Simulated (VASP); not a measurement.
# Pt (P6_3/mmc) in VASP: further runs

Runs on Pt. Level: BLYP. Tasks: single point.

Everything below comes from runs of VASP 6.6.1. Logs are shortened: lines on timing, memory, paths and dates and some standing lists are left out, and cuts for length are marked.

## Step 1: The cell of the first run

Symmetry: P6_3/mmc, No. 194, hexagonal system. The conventional cell has a = 2.737 Å, b = 2.737 Å, c = 4.762 Å, α = 90.00°, β = 90.00°, γ = 120.00°. Pt (site symmetry -6m2) has 12 Pt at 2.74 to 2.86 Å within 3.6 Å.

## Step 2: Single point, BLYP (volume scaled by 0.92)

Contents of INCAR:

```
SYSTEM = Pt
PREC = Accurate
ENCUT = 520
EDIFF = 1E-7
ISMEAR = -1
SIGMA = 0.1
LREAL = .False.
LASPH = .True.
NELM = 80
ALGO = Normal
ISIF = 2
LWAVE = .False.
LCHARG = .False.
GGA = B5
ALDAX = 1.0
AGGAX = 1.0
AGGAC = 1.0
ALDAC = 0.0
NBANDS = 17
```

Contents of KPOINTS:

```
Automatic mesh
0
Gamma
  14 14 7
  0 0 0
```

Contents of POSCAR:

```
Pt
1.0
    2.7366128529      0.0000000000      0.0000000000
   -1.3683064265      2.3699762509      0.0000000000
    0.0000000000      0.0000000000      4.7617520445
Pt
2
Direct
    0.3333333333      0.6666666667      0.2500000000
    0.6666666667      0.3333333333      0.7500000000
```

Potentials or basis: VASP PAW PBE potentials, release 64 (Pt).

On the command line:

```console
> cat potpaw_PBE.64/Pt/POTCAR > POTCAR
> mpirun -np 1 vasp_std > vasp.out
```

OUTCAR:

```text
SYSTEM = Pt
   PREC = Accurate
   ENCUT = 520
   EDIFF = 1E-7
   ISMEAR = -1
   LREAL = .False.
   LASPH = .True.
   NELM = 80
   ISIF = 2
   GGA = B5

 ion  position               nearest neighbor table
   1  0.333  0.667  0.250-   2 2.86   2 2.86   2 2.86   2 2.86   2 2.86   2 2.86
   2  0.667  0.333  0.750-   1 2.86   1 2.86   1 2.86   1 2.86   1 2.86   1 2.86

  LATTYP: Found a hexagonal cell.
 ALAT       =     2.7366128529
 C/A-ratio  =     1.7400166923

  Lattice vectors:

 A1 = (   2.7366128529,   0.0000000000,   0.0000000000)
 A2 = (  -1.3683064265,   2.3699762509,   0.0000000000)
 A3 = (   0.0000000000,   0.0000000000,   4.7617520445)

Analysis of symmetry for initial positions (statically):
=====================================================================
 Subroutine PRICEL returns:
 Original cell was already a primitive cell.

 Routine SETGRP: Setting up the symmetry group for a
 hexagonal supercell.

 Subroutine GETGRP returns: Found 24 space group operations
 (whereof 12 operations were pure point group operations)
 out of a pool of 24 trial point group operations.

The static configuration has the point symmetry D_3d.
 The point group associated with its full space group is D_6h.

Analysis of symmetry for dynamics (positions and initial velocities):
=====================================================================
 Subroutine PRICEL returns:
 Original cell was already a primitive cell.

 Routine SETGRP: Setting up the symmetry group for a
 hexagonal supercell.

 Subroutine GETGRP returns: Found 24 space group operations
 (whereof 12 operations were pure point group operations)
 out of a pool of 24 trial point group operations.

The dynamic configuration has the point symmetry D_3d.
 The point group associated with its full space group is D_6h.

 Subroutine INISYM returns: Found 24 space group operations
 (whereof 12 operations are pure point group operations),
 and found     1 'primitive' translations

----------------------------------------------------------------------------------------

                                     Primitive cell

  volume of cell :      30.8833

  direct lattice vectors                    reciprocal lattice vectors
     2.736612853  0.000000000  0.000000000     0.365415224  0.210972578  0.000000000
    -1.368306427  2.369976251  0.000000000     0.000000000  0.421945156  0.000000000
     0.000000000  0.000000000  4.761752044     0.000000000  0.000000000  0.210006735

  length of vectors
     2.736612853  2.736612853  4.761752044     0.421945156  0.421945156  0.210006735

  position of ions in fractional coordinates (direct lattice)
     0.333333333  0.666666667  0.250000000
     0.666666667  0.333333333  0.750000000

  ion indices of the primitive-cell ions
   primitive index   ion index
                 1           1
                 2           2

----------------------------------------------------------------------------------------

 KPOINTS: Automatic mesh

Automatic generation of k-mesh.
 Grid dimensions read from file:
 generate k-points for:   14   14    7

 Generating k-lattice:

  Cartesian coordinates                     Fractional coordinates (reciprocal lattice)
     0.026101087  0.015069470  0.000000000     0.071428571  0.000000000  0.000000000
     0.000000000  0.030138940  0.000000000     0.000000000  0.071428571  0.000000000
     0.000000000  0.000000000  0.030000962     0.000000000  0.000000000  0.142857143

  Length of vectors
     0.030138940  0.030138940  0.030000962

  Shift w.r.t. Gamma in fractional coordinates (k-lattice)
     0.000000000  0.000000000  0.000000000

 Subroutine IBZKPT returns following result:
 ===========================================

 Found     96 irreducible k-points:

 Following reciprocal coordinates:
            Coordinates               Weight
  0.000000  0.000000  0.000000      1.000000
  0.071429  0.000000  0.000000      6.000000
  0.142857 -0.000000  0.000000      6.000000
  0.214286  0.000000  0.000000      6.000000
  0.285714  0.000000  0.000000      6.000000
  0.357143 -0.000000  0.000000      6.000000
[... 16 lines left out ...]
  0.285714  0.285714  0.000000      6.000000
  0.357143  0.285714  0.000000      6.000000
 [... further k-points ...]
   k-points           NKPTS =     96   k-points in BZ     NKDIM =     96   number of bands    NBANDS=     17
   number of dos      NEDOS =    301   number of ions     NIONS =      2
   total plane-waves  NPLWV =  14400
   dimension x,y,z NGX =    20 NGY =   20 NGZ =   36
   dimension x,y,z NGXF=    40 NGYF=   40 NGZF=   72
   ions per type =               2
   NGX,Y,Z   is equivalent  to a cutoff of  12.15, 12.15, 12.57 a.u.
   NGXF,Y,Z  is equivalent  to a cutoff of  24.30, 24.30, 25.14 a.u.
 SYSTEM =  Pt
   PREC   = accura    normal or accurate (medium, high low for compatibility)
   ISTART =      0    job   : 0-new  1-cont  2-samecut
   ICHARG =      2    charge: 1-file 2-atom 10-const
   ISPIN  =      1    spin polarized calculation?
   LNONCOLLINEAR =      F non collinear calculations
   LSORBIT =      F    spin-orbit coupling
   LASPH  =      T    aspherical Exc in radial PAW
   ENCUT  =  520.0 eV  38.22 Ry    6.18 a.u.   5.09  5.09  8.85*2*pi/ulx,y,z
   NELM   =     80;   NELMIN=  2; NELMDL= -5     # of ELM steps
   EDIFF  = 0.1E-06   stopping-criterion for ELM
   LREAL  =      F    real-space projection
   EDIFFG = 0.1E-05   stopping-criterion for IOM
   NSW    =      0    number of steps for IOM
   IBRION =     -1    ionic relax: 0-MD 1-quasi-New 2-CG
   NFREE  =      0    steps in history (QN), initial steepest desc. (CG)
   ISIF   =      2    stress and relaxation
   ISYM   =      2    0-nonsym 1-usesym 2-fastsym
   POTIM  = 0.5000    time-step for ionic-motion
   TEBEG  =    0.0;   TEEND  =   0.0 temperature during run
   PSTRESS=    0.0 pullay stress
   NELECT =      20.0000    total number of electrons
   NUPDOWN=      -1.0000    fix difference up-down
   EMIN   =  10.00;   EMAX   =-10.00  energy-range for DOS
   EFERMI =   0.00;   METHOD = LEGACY
   ISMEAR =    -1;   SIGMA  =   0.10  broadening in eV -4-tet -1-fermi 0-gaus
   EFERMI_NEDOS =   21; number of points for ismear=-14 and -15
   IALGO  =     38    algorithm
   IMIX   =      4    mixing-type and parameters
     AMIX     =   0.40;   BMIX     =  1.00
     AMIX_MAG =   1.60;   BMIX_MAG =  1.00
  volume/ion in A,a.u.               =      15.44       104.21
  Fermi-wavevector in a.u.,A,eV,Ry     =   1.416370  2.676552 27.294710  2.006105
  Thomas-Fermi vector in A             =   2.537712
   LORBIT       =      0    0 simple, 1 ext, 2 COOP (PROOUT), +10 PAW based schemes
   GGA     = B5    functional components
   LHFCALC =     F    Hartree Fock is set to
   AEXX    =    0.0000 exact exchange contribution
   IVDW    =     0    specifies the selected vdW correction
   LEPSILON=     F    determine dielectric tensor
   LRPA    =     F    only Hartree local field effects (RPA)
 non-spin polarized calculation
  energy-cutoff  :      520.00
  volume of cell :       30.88
 maximum number of plane-waves:       846
   NGX = 11   NGY = 11   NGZ = 17

 number of electron      20.0000000 magnetization

 Free energy of the ion-electron system (eV)
  ---------------------------------------------------
  ext. energy  EPLUGINS =         0.00000000
  ---------------------------------------------------
  free energy    TOTEN  =        -9.79669820 eV

  energy without entropy =       -9.68803135  energy(sigma->0) =       -9.74236478

 E-fermi :  11.3814     XC(G=0): -12.6518

 val. band max:       11.3787449147   @ k =   0.4286   0.0714   0.2857
 cond. band min:      11.4208958299   @ k =   0.2143   0.0000   0.4286
 fundamental gap:      0.0421509152
 Fermi energy:        11.3814324707

 k-point     1 :       0.0000    0.0000    0.0000
  band No.  band energies     occupation
      1       1.6024      2.00000
      2       4.1549      2.00000
      3       7.2678      2.00000
      4       7.8293      2.00000
      5       7.8293      2.00000
      6       8.2000      2.00000
[... 9 lines left out ...]
     16      28.9251      0.00000
     17      32.7593      0.00000

 k-point     2 :       0.0714    0.0000    0.0000
  band No.  band energies     occupation
      1       1.7928      2.00000
      2       4.3309      2.00000
      3       7.2572      2.00000
      4       7.8159      2.00000
      5       7.9766      2.00000
      6       8.1085      2.00000
[... 9 lines left out ...]
     16      29.1815      0.00000
     17      31.7024      0.00000

 k-point     3 :       0.1429   -0.0000    0.0000
  band No.  band energies     occupation
      1       2.3384      2.00000
      2       4.8004      2.00000
      3       7.1188      2.00000
      4       7.7610      2.00000
      5       8.0925      2.00000
      6       8.3461      2.00000
[... 9 lines left out ...]
     16      29.2723      0.00000
     17      30.2629      0.00000

 k-point     4 :       0.2143    0.0000    0.0000
  band No.  band energies     occupation
      1       3.1480      2.00000
      2       5.2975      2.00000
      3       7.0412      2.00000
      4       7.3826      2.00000
      5       7.4908      2.00000
      6       8.5901      2.00000
[... 9 lines left out ...]
     16      28.4870      0.00000
     17      30.0471      0.00000
[... 343 lines left out ...]
      1       5.7856      2.00000
      2       5.9185      2.00000
      3       5.9937      2.00000
      4       7.5861      2.00000
      5       7.6234      2.00000
      6       7.8995      2.00000
[... 9 lines left out ...]
     16      23.7614      0.00000
     17      26.0246      0.00000

 k-point    23 :       0.2857    0.2857    0.0000
  band No.  band energies     occupation
      1       5.8531      2.00000
      2       6.2086      2.00000
      3       6.5500      2.00000
      4       6.9937      2.00000
      5       7.5012      2.00000
      6       7.9175      2.00000
[... 9 lines left out ...]
     16      24.7841      0.00000
     17      26.0140      0.00000

 k-point    24 :       0.3571    0.2857    0.0000
  band No.  band energies     occupation
      1       5.8364      2.00000
      2       6.4288      2.00000
      3       6.4592      2.00000
      4       7.1883      2.00000
      5       7.5838      2.00000
      6       7.7044      2.00000
[... 9 lines left out ...]
     16      23.6099      0.00000
     17      25.1347      0.00000

 [... further k-points ...]
[... 5 lines left out ...]
  --------------------------------------------------------------------------------------
  -------------------------------------------------------------------------------------
  Total        4.4406084      4.4406084      3.6744522     -0.0000000      0.0000000      0.0000000
  in kB      230.3715931    230.3715931    190.6246463     -0.0000000      0.0000000      0.0000000
  external PRESSURE =     217.1226108 kB  Pullay stress =       0.0000000 kB

 VOLUME and BASIS-vectors are now :
 -----------------------------------------------------------------------------
  energy-cutoff  :      520.00
  volume of cell :       30.88
      direct lattice vectors                 reciprocal lattice vectors
     2.736612853  0.000000000  0.000000000     0.365415224  0.210972578  0.000000000
    -1.368306427  2.369976251  0.000000000     0.000000000  0.421945156  0.000000000
     0.000000000  0.000000000  4.761752044     0.000000000  0.000000000  0.210006735

 POSITION                                       TOTAL-FORCE (eV/Angst)
 -----------------------------------------------------------------------------------
     -0.00000      1.57998      1.19044         0.000000      0.000000      0.000000
      1.36831      0.78999      3.57131        -0.000000      0.000000      0.000000
 -----------------------------------------------------------------------------------
    total drift:                                0.000000     -0.000000      0.000000

  FREE ENERGIE OF THE ION-ELECTRON SYSTEM (eV)
  ---------------------------------------------------
  free  energy   TOTEN  =        -9.7966981985 eV

  energy  without entropy=       -9.6880313534  energy(sigma->0) =       -9.74236478
```

Run time: 69 s. Hardware: 1 thread of AMD EPYC 7R13, shared host; peak memory 0.17 GiB.

What came out:

| Item | Value |
| --- | --- |
| Free energy | -9.7967 eV |
| Pressure | 21.7 GPa |
| Band gap on the k mesh | zero (band 10 reaches 11.91 eV, above the bottom of band 11 at 10.60 eV) |

Stress tensor (GPa, compression positive):
```
23.04  0.00  0.00
 0.00 23.04  0.00
 0.00  0.00 19.06
```

Caveat: the cell differs from its parent crystal (volume scaled by 0.92); the PAW data sets were made with another functional, which shifts forces and pressure a little; spin-orbit coupling is left out, which moves the levels of the heavy elements.

## Step 3: Single point, BLYP (volume scaled by 0.96)

Contents of INCAR:

```
SYSTEM = Pt
  PREC = Accurate
  ENCUT = 520
  EDIFF = 1E-6
  ISMEAR = -1
  SIGMA = 0.1
  LREAL = .False.
  LASPH = .True.
  NELM = 80
  ALGO = Normal
  ISIF = 2
  LWAVE = .False.
  LCHARG = .True.
  GGA = B5
  ALDAX = 1.0
  AGGAX = 1.0
  AGGAC = 1.0
  ALDAC = 0.0
  LELF = .True.
  LVHAR = .True.
  NBANDS = 17
```

Contents of KPOINTS:

```
regular mesh
0
Gamma
  14 14 7
  0 0 0
```

Contents of POSCAR:

```
Pt
1.0
    2.7757126048      0.0000000000      0.0000000000
   -1.3878563024      2.4038376294      0.0000000000
    0.0000000000      0.0000000000      4.8297862655
Pt
2
Direct
    0.3333333333      0.6666666667      0.2500000000
    0.6666666667      0.3333333333      0.7500000000
```

Potentials or basis: VASP PAW PBE potentials, release 64 (Pt).

On the command line:

```console
> cat potpaw_PBE.64/Pt/POTCAR > POTCAR
> mpirun -np 1 vasp_std > vasp.out
```

It took 77 s on 1 thread of AMD EPYC 7R13, shared host; peak memory 0.18 GiB.

The run converged. Its results:

| Item | Value |
| --- | --- |
| Free energy | -9.9281 eV |
| Pressure | 9.9 GPa |
| Band gap on the k mesh | zero (band 10 reaches 11.08 eV, above the bottom of band 11 at 9.87 eV) |

Stress tensor (GPa, compression positive):
```
10.67  0.00  0.00
 0.00 10.67  0.00
 0.00  0.00  8.49
```

Levels at points of the mesh, in eV from the Fermi level:
```csv
k point,band 8,band 9,band 10,band 11,band 12,band 13
"(0.00, 0.00, 0.00)",-1.75,-1.75,-0.37,-0.23,-0.23,4.53
"(0.50, 0.00, 0.00)",-0.03,0.29,0.49,2.35,3.78,7.26
```

Caveat: the cell differs from its parent crystal (volume scaled by 0.96); the PAW data sets were made with another functional, which shifts forces and pressure a little; spin-orbit coupling is left out, which moves the levels of the heavy elements.

## Step 4: Single point, BLYP

This run uses another cell than the first one, of 16.78 Å³/atom, 1.087 times its volume.

Contents of INCAR:

```
AGGAC = 1.0 ; AGGAX = 1.0
ALDAC = 0.0 ; ALDAX = 1.0
ALGO = Normal ; EDIFF = 1E-7
ENCUT = 520 ; GGA = B5
ISIF = 2 ; ISMEAR = -1
LASPH = T ; LCHARG = F
LREAL = F ; LWAVE = F
NBANDS = 17 ; NELM = 100
PREC = Accurate ; SIGMA = 0.1
```

Contents of KPOINTS:

```
k-points
0
Gamma
  14 14 7
```

Contents of POSCAR:

```
Pt
1.0
    2.8137407907      0.0000000000      0.0000000000
   -1.4068703954      2.4367710044      0.0000000000
    0.0000000000      0.0000000000      4.8959559437
Pt
2
Direct
    0.3333333333      0.6666666667      0.2500000000
    0.6666666667      0.3333333333      0.7500000000
```

On the command line:

```console
> cat potpaw_PBE.64/Pt/POTCAR > POTCAR
> mpirun -np 1 vasp_std > vasp.out
```

It took 88 s on 1 thread of AMD EPYC 7R13, shared host; peak memory 0.19 GiB.

It converged, with:

```
Free energy            : -9.9729 eV
Pressure               : 0.9 GPa
Band gap on the k mesh : zero (band 10 reaches 10.32 eV, above the bottom of band 11 at 9.19 eV)
```

Stress tensor (GPa, compression positive):
```
1.17 0.00 0.00
0.00 1.17 0.00
0.00 0.00 0.42
```

Levels at points of the mesh, in eV from the Fermi level:
```tsv
k point	band 7	band 8	band 9	band 10	band 11	band 12	band 13	band 14
(0.00, 0.00, 0.00)	-2.78	-1.63	-1.63	-0.22	-0.22	-0.20	4.27	15.56
(0.50, 0.00, 0.00)	-2.17	-0.03	0.27	0.44	2.28	3.63	7.06	8.70
```

Caveat: the PAW data sets were made with another functional, which shifts forces and pressure a little; spin-orbit coupling is left out, which moves the levels of the heavy elements.

## Step 5: Overview

```tsv
cell	gap on the mesh (eV)	pressure (GPa)
a = 2.737, b = 2.737, c = 4.762 Å, angles 90.0, 90.0, 120.0°, 2 atoms	none	21.7
a = 2.776, b = 2.776, c = 4.830 Å, angles 90.0, 90.0, 120.0°, 2 atoms	none	9.9
a = 2.814, b = 2.814, c = 4.896 Å, angles 90.0, 90.0, 120.0°, 2 atoms	none	0.9
```

Alike in all rows: task single point; level BLYP; potentials or basis VASP PAW PBE potentials, release 64 (Pt); no spin polarisation; k mesh 14 × 14 × 7; cutoff (eV) 520; smearing fermi-dirac 0.1 eV.

Caveats: the PAW data sets were made with another functional, which shifts forces and pressure a little; spin-orbit coupling is left out, which moves the levels of the heavy elements.

Absolute energies hang on the potentials; compare differences alone.
